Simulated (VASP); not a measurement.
# GePt2 (P-62m) in VASP: single point with PBEsol

Aim: the single point of GePt2 with PBEsol.

Everything below comes from runs of VASP 6.6.1. Logs are shortened: lines on timing, memory, paths and dates and some standing lists are left out, and cuts for length are marked.

### 1 The cell of the first run

It takes space group P-62m (No. 189, hexagonal). The conventional cell has a = 7.302 Å, b = 7.302 Å, c = 3.735 Å, α = 90.00°, β = 90.00°, γ = 120.00°. Within 3.5 Å of Ge (site symmetry -6) lie 9 Pt at 2.63 to 2.96 Å. Ge (site symmetry -62m) has 9 Pt at 2.75 to 2.80 Å and 2 Ge at 3.74 Å within 3.8 Å. Within 3.8 Å of Pt (site symmetry m2m) lie 5 Ge at 2.75 to 2.96 Å and 8 Pt at 3.10 to 3.74 Å. Pt (site symmetry m2m) has 4 Ge at 2.63 to 2.80 Å and 10 Pt at 3.10 to 3.74 Å within 3.8 Å.

### 2 Single point, PBEsol (strain +0.080 along x and y, +0.080 along z)

File INCAR:

```
SYSTEM = GePt2
ALGO = Fast
EDIFF = 1E-6
ENCUT = 520
GGA = PS
ISIF = 2
ISMEAR = 0
LASPH = .True.
LCHARG = .False.
LREAL = .False.
LWAVE = .False.
NBANDS = 61
NELM = 60
PREC = Accurate
SIGMA = 0.15
```

File KPOINTS:

```
k-points
0
Gamma
  6 6 12
  0 0 0
```

File POSCAR:

```
GePt2
1.0
    7.3015832953      0.0000000000      0.0000000000
   -3.6507916476      6.3233566216      0.0000000000
    0.0000000000      0.0000000000      3.7353726680
Ge Pt
3 6
Direct
    0.6666666667      0.3333333333      0.0000000000
    0.3333333333      0.6666666667      0.0000000000
    0.0000000000      0.0000000000      0.5000000000
    0.6229372130      0.0000000000      0.5000000000
    0.3770627870      0.3770627870      0.5000000000
    0.0000000000      0.6229372130      0.5000000000
    0.0000000000      0.2849128412      0.0000000000
    0.7150871588      0.7150871588      0.0000000000
    0.2849128412      0.0000000000      0.0000000000
```

Potentials or basis: VASP PAW PBE potentials, release 64 (Ge_d, Pt).

Command:

```console
> cat potpaw_PBE.64/Ge_d/POTCAR potpaw_PBE.64/Pt/POTCAR > POTCAR
> mpirun -np 1 vasp_std > vasp.out
```

OUTCAR:

```text
SYSTEM = GePt2
   EDIFF = 1E-6
   ENCUT = 520
   GGA = PS
   ISIF = 2
   ISMEAR = 0
   LASPH = .True.
   LREAL = .False.
   NELM = 60
   PREC = Accurate

 ion  position               nearest neighbor table
   1  0.667  0.333  0.000-   7 2.63   9 2.63   8 2.63   4 2.96   4 2.96   6 2.96   6 2.96   5 2.96
                             5 2.96
   2  0.333  0.667  0.000-   9 2.63   7 2.63   8 2.63   6 2.96   6 2.96   4 2.96   4 2.96   5 2.96
                             5 2.96
   3  0.000  0.000  0.500-   6 2.75   4 2.75   5 2.75   7 2.80   7 2.80   9 2.80   9 2.80   8 2.80
                             8 2.80
   4  0.623  0.000  0.500-   3 2.75   1 2.96   1 2.96   2 2.96   2 2.96   9 3.10   9 3.10   8 3.11
                             8 3.11   7 3.11   7 3.11
   5  0.377  0.377  0.500-   3 2.75   2 2.96   2 2.96   1 2.96   1 2.96   8 3.10   8 3.10   9 3.11
                             9 3.11   7 3.11   7 3.11
   6  0.000  0.623  0.500-   3 2.75   2 2.96   2 2.96   1 2.96   1 2.96   7 3.10   7 3.10   8 3.11
                             8 3.11   9 3.11   9 3.11
   7  0.000  0.285  0.000-   1 2.63   2 2.63   3 2.80   3 2.80   6 3.10   6 3.10   5 3.11   5 3.11
                             4 3.11   4 3.11
   8  0.715  0.715  0.000-   1 2.63   2 2.63   3 2.80   3 2.80   5 3.10   5 3.10   4 3.11   4 3.11
                             6 3.11   6 3.11
   9  0.285  0.000  0.000-   2 2.63   1 2.63   3 2.80   3 2.80   4 3.10   4 3.10   5 3.11   5 3.11
                             6 3.11   6 3.11

  LATTYP: Found a hexagonal cell.
 ALAT       =     7.3015832953
 C/A-ratio  =     0.5115839287

  Lattice vectors:

 A1 = (   7.3015832953,   0.0000000000,   0.0000000000)
 A2 = (  -3.6507916476,   6.3233566216,   0.0000000000)
 A3 = (   0.0000000000,   0.0000000000,   3.7353726680)

Analysis of symmetry for initial positions (statically):
=====================================================================
 Subroutine PRICEL returns:
 Original cell was already a primitive cell.

 Routine SETGRP: Setting up the symmetry group for a
 hexagonal supercell.

 Subroutine GETGRP returns: Found 12 space group operations
 (whereof 12 operations were pure point group operations)
 out of a pool of 24 trial point group operations.

The static configuration has the point symmetry D_3h.

Analysis of symmetry for dynamics (positions and initial velocities):
=====================================================================
 Subroutine PRICEL returns:
 Original cell was already a primitive cell.

 Routine SETGRP: Setting up the symmetry group for a
 hexagonal supercell.

 Subroutine GETGRP returns: Found 12 space group operations
 (whereof 12 operations were pure point group operations)
 out of a pool of 24 trial point group operations.

The dynamic configuration has the point symmetry D_3h.

 Subroutine INISYM returns: Found 12 space group operations
 (whereof 12 operations are pure point group operations),
 and found     1 'primitive' translations

----------------------------------------------------------------------------------------

                                     Primitive cell

  volume of cell :     172.4641

  direct lattice vectors                    reciprocal lattice vectors
     7.301583295  0.000000000  0.000000000     0.136956597  0.079071928  0.000000000
    -3.650791648  6.323356622  0.000000000     0.000000000  0.158143856  0.000000000
     0.000000000  0.000000000  3.735372668     0.000000000  0.000000000  0.267710906

  length of vectors
     7.301583295  7.301583295  3.735372668     0.158143856  0.158143856  0.267710906

  position of ions in fractional coordinates (direct lattice)
     0.666666667  0.333333333  0.000000000
     0.333333333  0.666666667  0.000000000
     0.000000000  0.000000000  0.500000000
     0.622937213  0.000000000  0.500000000
     0.377062787  0.377062787  0.500000000
     0.000000000  0.622937213  0.500000000
     0.000000000  0.284912841  0.000000000
     0.715087159  0.715087159  0.000000000
     0.284912841  0.000000000  0.000000000

  ion indices of the primitive-cell ions
   primitive index   ion index
                 1           1
                 2           2
                 3           3
                 4           4
                 5           5
                 6           6
                 7           7
                 8           8
                 9           9

----------------------------------------------------------------------------------------

 KPOINTS: k-points

Automatic generation of k-mesh.
 Grid dimensions read from file:
 generate k-points for:    6    6   12

 Generating k-lattice:

  Cartesian coordinates                     Fractional coordinates (reciprocal lattice)
     0.022826099  0.013178655  0.000000000     0.166666667  0.000000000  0.000000000
     0.000000000  0.026357309  0.000000000     0.000000000  0.166666667  0.000000000
     0.000000000  0.000000000  0.022309242     0.000000000  0.000000000  0.083333333

  Length of vectors
     0.026357309  0.026357309  0.022309242

  Shift w.r.t. Gamma in fractional coordinates (k-lattice)
     0.000000000  0.000000000  0.000000000

 Subroutine IBZKPT returns following result:
 ===========================================

 Found     49 irreducible k-points:

 Following reciprocal coordinates:
            Coordinates               Weight
  0.000000  0.000000  0.000000      1.000000
  0.166667 -0.000000  0.000000      6.000000
  0.333333 -0.000000  0.000000      6.000000
  0.500000 -0.000000  0.000000      3.000000
  0.166667  0.166667  0.000000      6.000000
  0.333333  0.166667  0.000000     12.000000
[... 16 lines left out ...]
  0.166667 -0.000000  0.250000     12.000000
  0.333333 -0.000000  0.250000     12.000000
 [... further k-points ...]
   k-points           NKPTS =     49   k-points in BZ     NKDIM =     49   number of bands    NBANDS=     61
   number of dos      NEDOS =    301   number of ions     NIONS =      9
   total plane-waves  NPLWV =  81648
   dimension x,y,z NGX =    54 NGY =   54 NGZ =   28
   dimension x,y,z NGXF=   108 NGYF=  108 NGZF=   56
   ions per type =               3   6
   NGX,Y,Z   is equivalent  to a cutoff of  12.29, 12.29, 12.46 a.u.
   NGXF,Y,Z  is equivalent  to a cutoff of  24.59, 24.59, 24.92 a.u.
 SYSTEM =  GePt2
   PREC   = accura    normal or accurate (medium, high low for compatibility)
   ISTART =      0    job   : 0-new  1-cont  2-samecut
   ICHARG =      2    charge: 1-file 2-atom 10-const
   ISPIN  =      1    spin polarized calculation?
   LNONCOLLINEAR =      F non collinear calculations
   LSORBIT =      F    spin-orbit coupling
   LASPH  =      T    aspherical Exc in radial PAW
   ENCUT  =  520.0 eV  38.22 Ry    6.18 a.u.  13.58 13.58  6.95*2*pi/ulx,y,z
   NELM   =     60;   NELMIN=  2; NELMDL= -5     # of ELM steps
   EDIFF  = 0.1E-05   stopping-criterion for ELM
   LREAL  =      F    real-space projection
   EDIFFG = 0.1E-04   stopping-criterion for IOM
   NSW    =      0    number of steps for IOM
   IBRION =     -1    ionic relax: 0-MD 1-quasi-New 2-CG
   NFREE  =      0    steps in history (QN), initial steepest desc. (CG)
   ISIF   =      2    stress and relaxation
   ISYM   =      2    0-nonsym 1-usesym 2-fastsym
   POTIM  = 0.5000    time-step for ionic-motion
   TEBEG  =    0.0;   TEEND  =   0.0 temperature during run
   PSTRESS=    0.0 pullay stress
   NELECT =     102.0000    total number of electrons
   NUPDOWN=      -1.0000    fix difference up-down
   EMIN   =  10.00;   EMAX   =-10.00  energy-range for DOS
   EFERMI =   0.00;   METHOD = LEGACY
   ISMEAR =     0;   SIGMA  =   0.15  broadening in eV -4-tet -1-fermi 0-gaus
   EFERMI_NEDOS =   21; number of points for ismear=-14 and -15
   IALGO  =     68    algorithm
   IMIX   =      4    mixing-type and parameters
     AMIX     =   0.40;   BMIX     =  1.00
     AMIX_MAG =   1.60;   BMIX_MAG =  1.00
  volume/ion in A,a.u.               =      19.16       129.32
  Fermi-wavevector in a.u.,A,eV,Ry     =   1.374175  2.596814 25.692651  1.888357
  Thomas-Fermi vector in A             =   2.499625
   LORBIT       =      0    0 simple, 1 ext, 2 COOP (PROOUT), +10 PAW based schemes
   GGA     = PS    functional components
   LHFCALC =     F    Hartree Fock is set to
   AEXX    =    0.0000 exact exchange contribution
   IVDW    =     0    specifies the selected vdW correction
   LEPSILON=     F    determine dielectric tensor
   LRPA    =     F    only Hartree local field effects (RPA)
 non-spin polarized calculation
 RMM-DIIS sequential band-by-band and
 Gauss-broadening in eV      SIGMA  =   0.15
  energy-cutoff  :      520.00
  volume of cell :      172.46
 maximum number of plane-waves:      4674
   NGX = 27   NGY = 27   NGZ = 13

 number of electron     101.9999960 magnetization

 Free energy of the ion-electron system (eV)
  ---------------------------------------------------
  ext. energy  EPLUGINS =         0.00000000
  ---------------------------------------------------
  free energy    TOTEN  =       -56.00601116 eV

  energy without entropy =      -55.97659268  energy(sigma->0) =      -55.99130192

 E-fermi :   6.8401     XC(G=0): -11.8944

 val. band max:        6.8340367974   @ k =   0.0000   0.0000   0.4167
 cond. band min:       6.8440136424   @ k =   0.0000   0.0000   0.3333
 fundamental gap:      0.0099768450
 Fermi energy:         6.8400712972

 k-point     1 :       0.0000    0.0000    0.0000
  band No.  band energies     occupation
      1     -17.8268      2.00000
      2     -17.8250      2.00000
      3     -17.8055      2.00000
      4     -17.7996      2.00000
      5     -17.7996      2.00000
      6     -17.7991      2.00000
[... 53 lines left out ...]
     60      12.3450      0.00000
     61      12.3597      0.00000

 k-point     2 :       0.1667   -0.0000    0.0000
  band No.  band energies     occupation
      1     -17.8267      2.00000
      2     -17.8251      2.00000
      3     -17.8055      2.00000
      4     -17.7996      2.00000
      5     -17.7996      2.00000
      6     -17.7991      2.00000
[... 1406 lines left out ...]
      5     -17.8007      2.00000
      6     -17.8006      2.00000
[... 53 lines left out ...]
     60      11.8789      0.00000
     61      11.9462      0.00000

 [... further k-points ...]

------------------------ aborting loop because EDIFF is reached ----------------------------------------

  FORCE on cell =-STRESS in cart. coord.  units (eV):
  Direction    XX          YY          ZZ          XY          YZ          ZX
  --------------------------------------------------------------------------------------
  -------------------------------------------------------------------------------------
  Total      -31.9474670    -31.9474670    -25.8831513     -0.0000000      0.0000000      0.0000000
  in kB     -296.7893795   -296.7893795   -240.4523788     -0.0000000      0.0000000      0.0000000
  external PRESSURE =    -278.0103793 kB  Pullay stress =       0.0000000 kB

 VOLUME and BASIS-vectors are now :
 -----------------------------------------------------------------------------
  energy-cutoff  :      520.00
  volume of cell :      172.46
      direct lattice vectors                 reciprocal lattice vectors
     7.301583295  0.000000000  0.000000000     0.136956597  0.079071928  0.000000000
    -3.650791648  6.323356622  0.000000000     0.000000000  0.158143856  0.000000000
     0.000000000  0.000000000  3.735372668     0.000000000  0.000000000  0.267710906

 POSITION                                       TOTAL-FORCE (eV/Angst)
 -----------------------------------------------------------------------------------
      3.65079      2.10779      0.00000         0.000000     -0.000000     -0.000000
     -0.00000      4.21557      0.00000         0.000000     -0.000000     -0.000000
      0.00000      0.00000      1.86769         0.000000      0.000000     -0.000000
      4.54843      0.00000      1.86769         0.377603     -0.000000      0.000000
      1.37658      2.38430      1.86769        -0.188801     -0.327014     -0.000000
     -2.27421      3.93905      1.86769        -0.188801      0.327014      0.000000
     -1.04016      1.80161      0.00000        -0.241601      0.418465     -0.000000
      2.61063      4.52175      0.00000        -0.241601     -0.418465      0.000000
      2.08031      0.00000      0.00000         0.483201      0.000000      0.000000
 -----------------------------------------------------------------------------------
    total drift:                                0.000000      0.000001     -0.000001

  FREE ENERGIE OF THE ION-ELECTRON SYSTEM (eV)
  ---------------------------------------------------
  free  energy   TOTEN  =       -56.0060111640 eV

  energy  without entropy=      -55.9765926807  energy(sigma->0) =      -55.99130192
```

Run time: 17 min. Hardware: 1 thread of Oxide Virtual Turin-like, shared host; peak memory 0.5 GiB.

Results:

| Quantity | Value |
| --- | --- |
| Free energy | -56.0060 eV |
| Pressure | -27.8 GPa |
| Largest force | 0.483 eV/Å |
| Band gap on the k mesh | zero (bands 51 and 52 overlap by 0.99 eV) |

Forces on the atoms (eV/Å):
```
Ge   0.000  0.000  0.000
Ge   0.000  0.000  0.000
Ge   0.000  0.000  0.000
Pt   0.378  0.000  0.000
Pt  -0.189 -0.327  0.000
Pt  -0.189  0.327  0.000
Pt  -0.242  0.418  0.000
Pt  -0.242 -0.418  0.000
Pt   0.483  0.000  0.000
```

Caveat: the cell differs from its parent crystal (strain +0.080 along x and y, +0.080 along z); the stress differs along the axes, from -30 to -24 GPa; the PAW data sets were made with another functional, which shifts forces and pressure a little; spin-orbit coupling is left out, which moves the levels of the heavy elements.
